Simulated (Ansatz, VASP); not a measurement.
## Two plane-wave programs on YN

```
Y N
1.0
     0.00000    2.41923    2.46476
     2.41923    0.00000    2.46476
     2.41923    2.41923    0.00000
Y N
1 1
Direct
  0.00000 0.00000 0.00000
  0.50000 0.50000 0.50000
```

Change from the starting cell: strained cell.

Alike in both runs: functional PBEsol; k mesh 10 × 10 × 10; occupations gaussian, width 0.01 eV; no spin polarisation.

Ansatz relaxed the structure, and its values are those at the end. VASP's run is a single point on that final structure, the one shown.

|  | VASP | Ansatz |
| --- | --- | --- |
| version | VASP 6.6.1 | Ansatz 0.2.0 |
| potentials or method | VASP PAW PBE potentials, release 64 (Y_sv, N), cutoff 600 eV | scalar-relativistic, plane waves, PAW |
| valence electrons in the cell | 16 | 16 |

Ansatz gave:

```
gap on the k mesh at the Fermi level (eV) : 0.04
least direct gap on the mesh (eV)         : 0.42
pressure (GPa)                            : -1.1
```

Problem. What did VASP give for the same quantities?

Solution. gap on the k mesh at the Fermi level (eV): 0.04; least direct gap on the mesh (eV): 0.42; pressure (GPa): -1.3.

VASP's potentials were made for PBE, not for PBEsol, and Ansatz warns of the same on its side. Ansatz's warnings: stress scf threshold loose.
